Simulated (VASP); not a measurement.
# Nb (P6/mmm) in VASP: a series of runs

Runs on Nb. Level: PBEsol. Tasks: single point, relaxation of cell and atoms.

Program: VASP 6.6.1. These are calculated values, not measurements. Logs are shortened: lines on timing, memory, paths and dates and some standing lists are left out, and cuts for length are marked.

## (1) The cell of the first run

The structure is hexagonal, space group P6/mmm (No. 191). Conventional cell: a = 4.498 Å, b = 4.498 Å, c = 2.503 Å, α = 90.00°, β = 90.00°, γ = 120.00°. Nb (site symmetry 6/mmm) has 14 Nb at 2.50 to 2.88 Å within 3.3 Å. Within 3.3 Å of Nb (site symmetry -6m2) lie 11 Nb at 2.50 to 2.88 Å.

## (2) Single point, PBEsol

INCAR reads:

```
ALGO = Normal
EDIFF = 1E-6
ENCUT = 520
GGA = PS
ISIF = 2
ISMEAR = -1
LASPH = T
LCHARG = F
LREAL = F
LWAVE = F
NBANDS = 26
NELM = 80
PREC = Accurate
SIGMA = 0.05
```

KPOINTS reads:

```
k-points
0
Gamma
  9 9 12
```

POSCAR reads:

```
Nb
1.0
    4.4980887171      0.0000000000      0.0000000000
   -2.2490443585      3.8954590975      0.0000000000
    0.0000000000      0.0000000000      2.5032737136
Nb
3
Direct
    0.0000000000      0.0000000000      0.0000000000
    0.3333333333      0.6666666667      0.5000000000
    0.6666666667      0.3333333333      0.5000000000
```

Potentials or basis: VASP PAW PBE potentials, release 64 (Nb_sv).

On the command line:

```sh
cat potpaw_PBE.64/Nb_sv/POTCAR > POTCAR
mpirun -np 1 vasp_std > vasp.out
```

OUTCAR:

```text
EDIFF = 1E-6
   ENCUT = 520
   GGA = PS
   ISIF = 2
   ISMEAR = -1
   LASPH = T
   LREAL = F
   NELM = 80
   PREC = Accurate

 ion  position               nearest neighbor table
   1  0.000  0.000  0.000-   2 2.88   3 2.88   2 2.88   3 2.88   2 2.88   2 2.88   3 2.88   3 2.88
                             3 2.88   3 2.88   2 2.88   2 2.88
   2  0.333  0.667  0.500-   3 2.60   3 2.60   3 2.60   1 2.88   1 2.88   1 2.88   1 2.88   1 2.88
                             1 2.88
   3  0.667  0.333  0.500-   2 2.60   2 2.60   2 2.60   1 2.88   1 2.88   1 2.88   1 2.88   1 2.88
                             1 2.88

  LATTYP: Found a hexagonal cell.
 ALAT       =     4.4980887171
 C/A-ratio  =     0.5565194177

  Lattice vectors:

 A1 = (   4.4980887171,   0.0000000000,   0.0000000000)
 A2 = (  -2.2490443585,   3.8954590975,   0.0000000000)
 A3 = (   0.0000000000,   0.0000000000,   2.5032737136)

Analysis of symmetry for initial positions (statically):
=====================================================================
 Subroutine PRICEL returns:
 Original cell was already a primitive cell.

 Routine SETGRP: Setting up the symmetry group for a
 hexagonal supercell.

 Subroutine GETGRP returns: Found 24 space group operations
 (whereof 24 operations were pure point group operations)
 out of a pool of 24 trial point group operations.

The static configuration has the point symmetry D_6h.

Analysis of symmetry for dynamics (positions and initial velocities):
=====================================================================
 Subroutine PRICEL returns:
 Original cell was already a primitive cell.

 Routine SETGRP: Setting up the symmetry group for a
 hexagonal supercell.

 Subroutine GETGRP returns: Found 24 space group operations
 (whereof 24 operations were pure point group operations)
 out of a pool of 24 trial point group operations.

The dynamic configuration has the point symmetry D_6h.

 Subroutine INISYM returns: Found 24 space group operations
 (whereof 24 operations are pure point group operations),
 and found     1 'primitive' translations

----------------------------------------------------------------------------------------

                                     Primitive cell

  volume of cell :      43.8627

  direct lattice vectors                    reciprocal lattice vectors
     4.498088717  0.000000000  0.000000000     0.222316647  0.128354576  0.000000000
    -2.249044358  3.895459097  0.000000000     0.000000000  0.256709152  0.000000000
     0.000000000  0.000000000  2.503273714     0.000000000  0.000000000  0.399476891

  length of vectors
     4.498088717  4.498088717  2.503273714     0.256709152  0.256709152  0.399476891

  position of ions in fractional coordinates (direct lattice)
     0.000000000  0.000000000  0.000000000
     0.333333333  0.666666667  0.500000000
     0.666666667  0.333333333  0.500000000

  ion indices of the primitive-cell ions
   primitive index   ion index
                 1           1
                 2           2
                 3           3

----------------------------------------------------------------------------------------

 KPOINTS: k-points

Automatic generation of k-mesh.
 Grid dimensions read from file:
 generate k-points for:    9    9   12

 Generating k-lattice:

  Cartesian coordinates                     Fractional coordinates (reciprocal lattice)
     0.024701850  0.014261620  0.000000000     0.111111111  0.000000000  0.000000000
     0.000000000  0.028523239  0.000000000     0.000000000  0.111111111  0.000000000
     0.000000000  0.000000000  0.033289741     0.000000000  0.000000000  0.083333333

  Length of vectors
     0.028523239  0.028523239  0.033289741

  Shift w.r.t. Gamma in fractional coordinates (k-lattice)
     0.000000000  0.000000000  0.000000000

 Subroutine IBZKPT returns following result:
 ===========================================

 Found     84 irreducible k-points:

 Following reciprocal coordinates:
            Coordinates               Weight
  0.000000  0.000000  0.000000      1.000000
  0.111111  0.000000  0.000000      6.000000
  0.222222  0.000000  0.000000      6.000000
  0.333333  0.000000  0.000000      6.000000
  0.444444  0.000000  0.000000      6.000000
  0.111111  0.111111  0.000000      6.000000
[... 16 lines left out ...]
  0.333333  0.222222  0.083333     24.000000
  0.333333  0.333333  0.083333      4.000000
 [... further k-points ...]
   k-points           NKPTS =     84   k-points in BZ     NKDIM =     84   number of bands    NBANDS=     26
   number of dos      NEDOS =    301   number of ions     NIONS =      3
   total plane-waves  NPLWV =  25920
   dimension x,y,z NGX =    36 NGY =   36 NGZ =   20
   dimension x,y,z NGXF=    72 NGYF=   72 NGZF=   40
   ions per type =               3
   NGX,Y,Z   is equivalent  to a cutoff of  13.31, 13.31, 13.28 a.u.
   NGXF,Y,Z  is equivalent  to a cutoff of  26.61, 26.61, 26.56 a.u.
 SYSTEM =  unknown system
   PREC   = accura    normal or accurate (medium, high low for compatibility)
   ISTART =      0    job   : 0-new  1-cont  2-samecut
   ICHARG =      2    charge: 1-file 2-atom 10-const
   ISPIN  =      1    spin polarized calculation?
   LNONCOLLINEAR =      F non collinear calculations
   LSORBIT =      F    spin-orbit coupling
   LASPH  =      T    aspherical Exc in radial PAW
   ENCUT  =  520.0 eV  38.22 Ry    6.18 a.u.   8.36  8.36  4.65*2*pi/ulx,y,z
   NELM   =     80;   NELMIN=  2; NELMDL= -5     # of ELM steps
   EDIFF  = 0.1E-05   stopping-criterion for ELM
   LREAL  =      F    real-space projection
   EDIFFG = 0.1E-04   stopping-criterion for IOM
   NSW    =      0    number of steps for IOM
   IBRION =     -1    ionic relax: 0-MD 1-quasi-New 2-CG
   NFREE  =      0    steps in history (QN), initial steepest desc. (CG)
   ISIF   =      2    stress and relaxation
   ISYM   =      2    0-nonsym 1-usesym 2-fastsym
   POTIM  = 0.5000    time-step for ionic-motion
   TEBEG  =    0.0;   TEEND  =   0.0 temperature during run
   PSTRESS=    0.0 pullay stress
   NELECT =      39.0000    total number of electrons
   NUPDOWN=      -1.0000    fix difference up-down
   EMIN   =  10.00;   EMAX   =-10.00  energy-range for DOS
   EFERMI =   0.00;   METHOD = LEGACY
   ISMEAR =    -1;   SIGMA  =   0.05  broadening in eV -4-tet -1-fermi 0-gaus
   EFERMI_NEDOS =   21; number of points for ismear=-14 and -15
   IALGO  =     38    algorithm
   IMIX   =      4    mixing-type and parameters
     AMIX     =   0.40;   BMIX     =  1.00
     AMIX_MAG =   1.60;   BMIX_MAG =  1.00
  volume/ion in A,a.u.               =      14.62        98.67
  Fermi-wavevector in a.u.,A,eV,Ry     =   1.574217  2.974839 33.717418  2.478160
  Thomas-Fermi vector in A             =   2.675385
   LORBIT       =      0    0 simple, 1 ext, 2 COOP (PROOUT), +10 PAW based schemes
   GGA     = PS    functional components
   LHFCALC =     F    Hartree Fock is set to
   AEXX    =    0.0000 exact exchange contribution
   IVDW    =     0    specifies the selected vdW correction
   LEPSILON=     F    determine dielectric tensor
   LRPA    =     F    only Hartree local field effects (RPA)
 non-spin polarized calculation
  energy-cutoff  :      520.00
  volume of cell :       43.86
 maximum number of plane-waves:      1215
 NGX is ok and might be reduce to    36

 number of electron      39.0000000 magnetization

 Free energy of the ion-electron system (eV)
  ---------------------------------------------------
  ext. energy  EPLUGINS =         0.00000000
  ---------------------------------------------------
  free energy    TOTEN  =       -30.92709888 eV

  energy without entropy =      -30.90951533  energy(sigma->0) =      -30.91830711

 E-fermi :  14.4848     XC(G=0): -13.7402

 val. band max:       14.4834344864   @ k =   0.1111   0.1111   0.0000
 cond. band min:      14.4982901703   @ k =   0.2222   0.2222   0.3333
 fundamental gap:      0.0148556839
 Fermi energy:        14.4848429328

 k-point     1 :       0.0000    0.0000    0.0000
  band No.  band energies     occupation
      1     -40.0755      2.00000
      2     -39.5242      2.00000
      3     -39.5033      2.00000
      4     -16.7203      2.00000
      5     -16.7203      2.00000
      6     -16.2756      2.00000
[... 18 lines left out ...]
     25      17.8873      0.00000
     26      17.8873      0.00000

 k-point     2 :       0.1111    0.0000    0.0000
  band No.  band energies     occupation
      1     -40.0573      2.00000
      2     -39.5312      2.00000
      3     -39.5162      2.00000
      4     -16.8328      2.00000
      5     -16.7847      2.00000
      6     -16.1374      2.00000
[... 18 lines left out ...]
     25      18.4409      0.00000
     26      18.5055      0.00000

 k-point     3 :       0.2222    0.0000    0.0000
  band No.  band energies     occupation
      1     -40.0053      2.00000
      2     -39.5618      2.00000
      3     -39.5418      2.00000
      4     -17.0079      2.00000
      5     -16.8117      2.00000
      6     -15.8874      2.00000
[... 18 lines left out ...]
     25      19.0676      0.00000
     26      19.2753      0.00000

 k-point     4 :       0.3333    0.0000    0.0000
  band No.  band energies     occupation
      1     -39.9279      2.00000
      2     -39.6266      2.00000
      3     -39.5593      2.00000
      4     -17.1446      2.00000
      5     -16.7028      2.00000
      6     -15.6339      2.00000
[... 18 lines left out ...]
     25      19.4693      0.00000
     26      19.6951      0.00000
[... 496 lines left out ...]
      1     -39.8561      2.00000
      2     -39.6095      2.00000
      3     -39.5666      2.00000
      4     -16.9821      2.00000
      5     -16.7768      2.00000
      6     -15.8328      2.00000
[... 18 lines left out ...]
     25      18.4100      0.00000
     26      19.8658      0.00000

 k-point    23 :       0.3333    0.2222    0.0833
  band No.  band energies     occupation
      1     -39.7790      2.00000
      2     -39.6716      2.00000
      3     -39.5840      2.00000
      4     -16.9821      2.00000
      5     -16.6020      2.00000
      6     -16.2013      2.00000
[... 18 lines left out ...]
     25      18.2167      0.00000
     26      19.4677      0.00000

 k-point    24 :       0.3333    0.3333    0.0833
  band No.  band energies     occupation
      1     -39.7163      2.00000
      2     -39.7163      2.00000
      3     -39.6030      2.00000
      4     -16.8875      2.00000
      5     -16.4891      2.00000
      6     -16.4891      2.00000
[... 18 lines left out ...]
     25      18.8723      0.00000
     26      18.8741      0.00000

 [... further k-points ...]

------------------------ aborting loop because EDIFF is reached ----------------------------------------

  FORCE on cell =-STRESS in cart. coord.  units (eV):
  Direction    XX          YY          ZZ          XY          YZ          ZX
  --------------------------------------------------------------------------------------
  -------------------------------------------------------------------------------------
  Total       13.8682885     13.8682885     13.9405974      0.0000000     -0.0000000      0.0000000
  in kB      506.5688085    506.5688085    509.2100473      0.0000000     -0.0000000      0.0000000
  external PRESSURE =     507.4492214 kB  Pullay stress =       0.0000000 kB

 VOLUME and BASIS-vectors are now :
 -----------------------------------------------------------------------------
  energy-cutoff  :      520.00
  volume of cell :       43.86
      direct lattice vectors                 reciprocal lattice vectors
     4.498088717  0.000000000  0.000000000     0.222316647  0.128354576  0.000000000
    -2.249044358  3.895459097  0.000000000     0.000000000  0.256709152  0.000000000
     0.000000000  0.000000000  2.503273714     0.000000000  0.000000000  0.399476891

 POSITION                                       TOTAL-FORCE (eV/Angst)
 -----------------------------------------------------------------------------------
      0.00000      0.00000      0.00000        -0.000000      0.000000      0.000000
     -0.00000      2.59697      1.25164         0.000000     -0.000000      0.000000
      2.24904      1.29849      1.25164        -0.000000      0.000000      0.000000
 -----------------------------------------------------------------------------------
    total drift:                                0.000000      0.000000     -0.000000

  FREE ENERGIE OF THE ION-ELECTRON SYSTEM (eV)
  ---------------------------------------------------
  free  energy   TOTEN  =       -30.9270988827 eV

  energy  without entropy=      -30.9095153305  energy(sigma->0) =      -30.91830711
```

It took 58 s on 1 thread of AMD EPYC 9R45 (Zen 5), shared host; peak memory 0.18 GiB.

Results:

| Property | Result |
| --- | --- |
| Free energy | -30.9271 eV |
| Pressure | 50.7 GPa |

Stress tensor (GPa, compression positive):
```
50.66  0.00  0.00
 0.00 50.66  0.00
 0.00  0.00 50.92
```

Levels at points of the mesh, in eV from the Fermi level:
```tsv
k point	band 17	band 18	band 19	band 20	band 21	band 22	band 23	band 24
(0.00, 0.00, 0.00)	-1.26	-1.26	-1.25	-1.25	0.54	0.54	3.34	3.34
(0.00, 0.00, 0.50)	-1.87	-0.48	-0.27	-0.27	1.42	1.42	4.71	4.71
```

Caveat: the PAW data sets were made with another functional, which shifts forces and pressure a little.

## (3) Single point, PBEsol

INCAR reads:

```
SYSTEM = Nb
PREC = Accurate
ENCUT = 520
EDIFF = 1E-6
ISMEAR = -1
SIGMA = 0.05
LREAL = .False.
LASPH = .True.
NELM = 80
ALGO = Normal
ISIF = 2
LWAVE = .False.
LCHARG = .False.
GGA = PS
NBANDS = 26
```

KPOINTS reads:

```
Automatic mesh
0
Gamma
  9 9 12
  0 0 0
```

POSCAR is that of step 2.

Potentials or basis: VASP PAW PBE potentials, release 64 (Nb_sv).

On the command line:

```sh
cat potpaw_PBE.64/Nb_sv/POTCAR > POTCAR
mpirun -np 1 vasp_std > vasp.out
```

Wall time 59 s (1 thread of AMD EPYC 9R45 (Zen 5), shared host); peak memory 0.18 GiB.

The run converged. Its results:

```yaml
Free_energy: -30.9271 eV
Pressure: 50.7 GPa
```

Stress tensor (GPa, compression positive):
```
50.66  0.00  0.00
 0.00 50.66  0.00
 0.00  0.00 50.92
```

Levels at points of the mesh, in eV from the Fermi level:
```csv
k point,band 17,band 18,band 19,band 20,band 21,band 22,band 23,band 24
"(0.00, 0.00, 0.00)",-1.26,-1.26,-1.25,-1.25,0.54,0.54,3.34,3.34
"(0.00, 0.00, 0.50)",-1.87,-0.48,-0.27,-0.27,1.42,1.42,4.71,4.71
```

Caveat: the PAW data sets were made with another functional, which shifts forces and pressure a little.

## (4) Relaxation of cell and atoms, PBEsol, target pressure 51 GPa, at which the enthalpy is minimised

This run uses another cell than the first one: it holds 1 atom, not 3.

INCAR reads:

```
PREC = Accurate ; ENCUT = 600
EDIFF = 1E-7 ; ISMEAR = -1
SIGMA = 0.05 ; LREAL = F
LASPH = T ; NELM = 60
ALGO = Normal ; ISIF = 3
LWAVE = F ; LCHARG = F
GGA = PS ; IBRION = 2
NSW = 32 ; EDIFFG = -0.005
PSTRESS = 510.0
```

KPOINTS reads:

```
regular mesh
0
Gamma
  17 17 15
```

POSCAR reads:

```
Nb
1.0
    2.6358838995      0.0000000000      0.0000000000
   -1.3179419498      2.2827424184      0.0000000000
    0.0000000000      0.0000000000      2.4965737760
Nb
1
Direct
    0.0000000000      0.0000000000      0.0000000000
```

On the command line:

```sh
cat potpaw_PBE.64/Nb_sv/POTCAR > POTCAR
mpirun -np 1 vasp_std > vasp.out
```

Run time: 52 s. Hardware: 1 thread of AMD EPYC 9R45 (Zen 5), shared host; peak memory 0.15 GiB.

Results (log left out):

| Property | Result |
| --- | --- |
| Free energy | -9.8141 eV |
| Relaxed volume | 15.02 Å³/atom |
| Relaxed cell | a = 2.636 Å, b = 2.636 Å, c = 2.497 Å, α = 90.00°, β = 90.00°, γ = 120.00° |
| Space group after relaxing (to 0.05 Å) | P6/mmm (No. 191) |
| Energy change on relaxing (the enthalpy is what falls) | +0.9 meV/atom |
| Ionic steps | 3 |
| Pressure after relaxing | 51.0 GPa |

The path:
```csv
step,energy change (eV),largest force (eV/Å),pressure (GPa),volume (Å³)
1,0.0000,0.0000,50.94,15.02
2,0.0038,0.0000,51.20,15.01
3,0.0009,0.0000,51.01,15.02
```

Final structure:
```xyz
1
Lattice="2.6357 0.0000 0.0000 -1.3178 2.2825 0.0000 0.0000 0.0000 2.4965" Properties=species:S:1:pos:R:3 pbc="T T T"
Nb    0.0000    0.0000    0.0000
```

Levels at points of the mesh, in eV from the Fermi level:
| k point | band 4 | band 5 | band 6 | band 7 | band 8 | band 9 |
| --- | --- | --- | --- | --- | --- | --- |
| (0.00, 0.00, 0.00) | -29.42 | -6.51 | -4.28 | -0.11 | -0.11 | 6.74 |

Caveat: the cell is relaxed towards a set pressure, so the enthalpy falls and the energy may rise; the PAW data sets were made with another functional, which shifts forces and pressure a little.

(Continued in part 2 of 2.)
